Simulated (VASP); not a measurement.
# TaSb (P4/mmm) in VASP: vibrations by perturbation theory with PBE

Aim: the vibrations by perturbation theory of TaSb with PBE.

All numbers are computed with VASP 6.6.1; they aren't measurements. Logs are shortened: lines on timing, memory, paths and dates and some standing lists are left out, and cuts for length are marked.

### Step 1. The cell of the first run

It takes space group P4/mmm (No. 123, tetragonal). Conventional cell: a = 2.935 Å, b = 2.935 Å, c = 5.640 Å, α = 90.00°, β = 90.00°, γ = 90.00°. Within 3.7 Å of Ta (site symmetry 4/mmm) lie 2 Sb at 2.82 Å and 4 Ta at 2.93 Å. Within 3.7 Å of Sb (site symmetry 4/mmm) lie 2 Ta at 2.82 Å and 4 Sb at 2.93 Å.

### Step 2. Vibrations by perturbation theory, PBE

File INCAR:

```
PREC = Accurate
ENCUT = 520
EDIFF = 1E-8
ISMEAR = -1
SIGMA = 0.15
LREAL = False
LASPH = True
NELM = 100
ALGO = Normal
ISIF = 2
LWAVE = False
LCHARG = False
GGA = PE
NBANDS = 15
IBRION = 8
NSW = 1
```

File KPOINTS:

```
Automatic mesh
0
Gamma
  14 14 8
```

File POSCAR:

```
TaSb
1.0
    2.9348581127      0.0000000000      0.0000000000
    0.0000000000      2.9348581127      0.0000000000
    0.0000000000      0.0000000000      5.6404408714
Ta Sb
1 1
Direct
    0.0000000000      0.0000000000      0.5000000000
    0.0000000000      0.0000000000      0.0000000000
```

Potentials or basis: VASP PAW PBE potentials, release 64 (Ta_pv, Sb).

Started as:

```sh
$ cat potpaw_PBE.64/Ta_pv/POTCAR potpaw_PBE.64/Sb/POTCAR > POTCAR
$ mpirun -np 1 vasp_std > vasp.out
```

OUTCAR:

```text
PREC = Accurate
   ENCUT = 520
   EDIFF = 1E-8
   ISMEAR = -1
   LREAL = False
   LASPH = True
   NELM = 100
   ISIF = 2
   GGA = PE
   IBRION = 8
   NSW = 1

 ion  position               nearest neighbor table
   1  0.000  0.000  0.500-   2 2.82   2 2.82
   2  0.000  0.000  0.000-   1 2.82   1 2.82

  LATTYP: Found a simple tetragonal cell.
 ALAT       =     2.9348581127
 C/A-ratio  =     1.9218785559

  Lattice vectors:

 A1 = (   2.9348581127,   0.0000000000,   0.0000000000)
 A2 = (   0.0000000000,   2.9348581127,   0.0000000000)
 A3 = (   0.0000000000,   0.0000000000,   5.6404408714)

Analysis of symmetry for initial positions (statically):
=====================================================================
 Subroutine PRICEL returns:
 Original cell was already a primitive cell.

 Routine SETGRP: Setting up the symmetry group for a
 simple tetragonal supercell.

 Subroutine GETGRP returns: Found 16 space group operations
 (whereof 16 operations were pure point group operations)
 out of a pool of 16 trial point group operations.

The static configuration has the point symmetry D_4h.

Analysis of symmetry for dynamics (positions and initial velocities):
=====================================================================
 Subroutine PRICEL returns:
 Original cell was already a primitive cell.

 Routine SETGRP: Setting up the symmetry group for a
 simple tetragonal supercell.

 Subroutine GETGRP returns: Found 16 space group operations
 (whereof 16 operations were pure point group operations)
 out of a pool of 16 trial point group operations.

The dynamic configuration has the point symmetry D_4h.

 Subroutine INISYM returns: Found 16 space group operations
 (whereof 16 operations are pure point group operations),
 and found     1 'primitive' translations

----------------------------------------------------------------------------------------

                                     Primitive cell

  volume of cell :      48.5833

  direct lattice vectors                    reciprocal lattice vectors
     2.934858113  0.000000000  0.000000000     0.340731975  0.000000000  0.000000000
     0.000000000  2.934858113  0.000000000     0.000000000  0.340731975  0.000000000
     0.000000000  0.000000000  5.640440871     0.000000000  0.000000000  0.177291106

  length of vectors
     2.934858113  2.934858113  5.640440871     0.340731975  0.340731975  0.177291106

  position of ions in fractional coordinates (direct lattice)
     0.000000000  0.000000000  0.500000000
     0.000000000  0.000000000  0.000000000

  ion indices of the primitive-cell ions
   primitive index   ion index
                 1           1
                 2           2

----------------------------------------------------------------------------------------

 KPOINTS: Automatic mesh

Automatic generation of k-mesh.
 Grid dimensions read from file:
 generate k-points for:   14   14    8

 Generating k-lattice:

  Cartesian coordinates                     Fractional coordinates (reciprocal lattice)
     0.024337998  0.000000000  0.000000000     0.071428571  0.000000000  0.000000000
     0.000000000  0.024337998  0.000000000     0.000000000  0.071428571  0.000000000
     0.000000000  0.000000000  0.022161388     0.000000000  0.000000000  0.125000000

  Length of vectors
     0.024337998  0.024337998  0.022161388

  Shift w.r.t. Gamma in fractional coordinates (k-lattice)
     0.000000000  0.000000000  0.000000000

 Subroutine IBZKPT returns following result:
[... 76 lines left out ...]
   AEXX    =    0.0000 exact exchange contribution
   IVDW    =     0    specifies the selected vdW correction
   LEPSILON=     F    determine dielectric tensor
   LRPA    =     F    only Hartree local field effects (RPA)
 non-spin polarized calculation
  energy-cutoff  :      520.00
  volume of cell :       48.58
 maximum number of plane-waves:      1348
 NGX is ok and might be reduce to    24
   NGX = 11   NGY = 11   NGZ = 21

--------------------------------------- Ionic step        1  -------------------------------------------

 number of electron      16.0000002 magnetization

 Free energy of the ion-electron system (eV)
  ---------------------------------------------------
  ext. energy  EPLUGINS =         0.00000000
  ---------------------------------------------------
  free energy    TOTEN  =       -14.26564075 eV

  energy without entropy =      -14.11166477  energy(sigma->0) =      -14.18865276

 E-fermi :   6.7388     XC(G=0): -10.7916

 val. band max:        6.7369385388   @ k =   0.2143   0.2143   0.2500
 cond. band min:       6.7435008536   @ k =   0.2143   0.2143   0.0000
 fundamental gap:      0.0065623148
 Fermi energy:         6.7387956388

 k-point     1 :       0.0000    0.0000    0.0000
  band No.  band energies     occupation
      1     -28.0883      2.00000
      2     -27.5246      2.00000
      3     -27.5246      2.00000
      4      -5.9475      2.00000
      5       2.0207      2.00000
      6       2.3805      2.00000
      7       4.8053      1.99999
      8       7.3401      0.03566
      9       9.3475      0.00000
     10       9.3475      0.00000
     11      11.3568      0.00000
     12      11.5343      0.00000
     13      11.5343      0.00000
     14      15.0976      0.00000
[... 401 lines left out ...]
      2     -27.9946      2.00000
      3     -27.7175      2.00000
      4      -3.1075      2.00000
      5       3.3410      2.00000
      6       4.2937      2.00000
      7       5.3594      1.99980
      8       6.4778      1.70132
      9       7.0227      0.26186
     10       7.7257      0.00277
     11       8.4910      0.00002
     12       9.3333      0.00000
     13       9.9435      0.00000
     14      14.9321      0.00000
     15      15.3547      0.00000

 [... further k-points ...]
[... 5 lines left out ...]
  --------------------------------------------------------------------------------------
  -------------------------------------------------------------------------------------
  Total        0.0055043      0.0055043      0.0194319      0.0000000      0.0000000      0.0000000
  in kB        0.1815219      0.1815219      0.6408243      0.0000000      0.0000000      0.0000000
  external PRESSURE =       0.3346227 kB  Pullay stress =       0.0000000 kB

 VOLUME and BASIS-vectors are now :
 -----------------------------------------------------------------------------
  energy-cutoff  :      520.00
  volume of cell :       48.58
      direct lattice vectors                 reciprocal lattice vectors
     2.934858113  0.000000000  0.000000000     0.340731975  0.000000000  0.000000000
     0.000000000  2.934858113  0.000000000     0.000000000  0.340731975  0.000000000
     0.000000000  0.000000000  5.640440871     0.000000000  0.000000000  0.177291106

 POSITION                                       TOTAL-FORCE (eV/Angst)
 -----------------------------------------------------------------------------------
      0.00000      0.00000      2.82022         0.000000      0.000000      0.000000
      0.00000      0.00000      0.00000         0.000000      0.000000      0.000000
 -----------------------------------------------------------------------------------
    total drift:                               -0.000000     -0.000000      0.000000

  FREE ENERGIE OF THE ION-ELECTRON SYSTEM (eV)
  ---------------------------------------------------
  free  energy   TOTEN  =       -14.2656407484 eV

  energy  without entropy=      -14.1116647715  energy(sigma->0) =      -14.18865276

[... ionic steps 2 to 3 ...]

--------------------------------------- Ionic step        4  -------------------------------------------

------------------------ aborting loop because EDIFF is reached ----------------------------------------
[... 11 lines left out ...]
[... ionic steps 8 to 8 ...]

--------------------------------------- Ionic step        9  -------------------------------------------

 Free energy of the ion-electron system (eV)
  ---------------------------------------------------
  ---------------------------------------------------
  free energy    TOTEN  =        -0.04297088 eV

  energy without entropy =       -0.04297088

------------------------ aborting loop because EDIFF is reached ----------------------------------------

 INTERNAL STRAIN TENSOR  FOR ION    2  DIRECTION 3   (eV/Angst):
 -----------------------------------------------------------------------------
     0.00926  0.00000  0.00000
     0.00000  0.00926  0.00000
     0.00000  0.00000  0.00179

 INTERNAL STRAIN TENSOR FOR ION    2 for displacements in x,y,z  (eV/Angst):
          X           Y           Z          XY          YZ          ZX
  --------------------------------------------------------------------------------
  x     0.00000     0.00000     0.00000     0.00000     0.00000     0.00000
  y     0.00000     0.00000     0.00000     0.00000     0.00000     0.00000
  z     0.00000     0.00000     0.00000     0.00000     0.00000     0.00000

 SECOND DERIVATIVES (NOT SYMMETRIZED)
 ------------------------------------
               1X          1Y          1Z          2X          2Y          2Z
  1X     0.729675    0.000000    0.000000   -0.729675    0.000000    0.000000
  1Y     0.000000    0.729675    0.000000    0.000000   -0.729675    0.000000
  1Z     0.000000    0.000000   -8.856634    0.000000    0.000000    8.856634
  2X    -0.741793    0.000000    0.000000    0.741793    0.000000    0.000000
  2Y     0.000000   -0.741793    0.000000    0.000000    0.741793    0.000000
  2Z     0.000000    0.000000    8.855036    0.000000    0.000000   -8.855036

 Eigenvectors and eigenvalues of the dynamical matrix
 ----------------------------------------------------

   1 f  =    5.453245 THz    34.263752 2PiTHz  181.900690 cm-1    22.552801 meV
             X         Y         Z           dx          dy          dz
      0.000000  0.000000  2.820220    -0.000000    0.000000   -0.634239
      0.000000  0.000000  0.000000    -0.000000    0.000000    0.773137
[... 21 lines left out ...]
   6 f/i=    1.573104 THz     9.884107 2PiTHz   52.473115 cm-1     6.505834 meV
             X         Y         Z           dx          dy          dz
      0.000000  0.000000  2.820220    -0.000000   -0.631083    0.000000
      0.000000  0.000000  0.000000     0.000000    0.775716    0.000000

--------------------------------------------------------------------------------------------------------

 ELASTIC MODULI CONTR FROM IONIC RELAXATION (kBar)
 Direction    XX          YY          ZZ          XY          YZ          ZX
 --------------------------------------------------------------------------------
 XX           0.0000      0.0000      0.0000      0.0000      0.0000      0.0000
 YY           0.0000      0.0000      0.0000      0.0000      0.0000      0.0000
 ZZ           0.0000      0.0000      0.0000      0.0000      0.0000      0.0000
 XY           0.0000      0.0000      0.0000      0.0000      0.0000      0.0000
 YZ           0.0000      0.0000      0.0000      0.0000      0.0000      0.0000
 ZX           0.0000      0.0000      0.0000      0.0000      0.0000      0.0000
 --------------------------------------------------------------------------------
```

Wall time 20 min (1 thread of AMD EPYC 7R43 (Zen 3), shared host); peak memory 0.57 GiB.

What came out:

```yaml
Highest_phonon_frequency_at_Γ_LO-TO_splitting_left_out: 182 cm⁻¹
Most_unstable_mode: 52i cm⁻¹
```

Phonon frequencies in cm⁻¹ (negative: imaginary):
```tsv
q point	frequencies
(0.000, 0.000, 0.000)	-52 -52 0 0 0 182
```

Caveat: some modes are imaginary; spin-orbit coupling is left out, which moves the levels of the heavy elements.
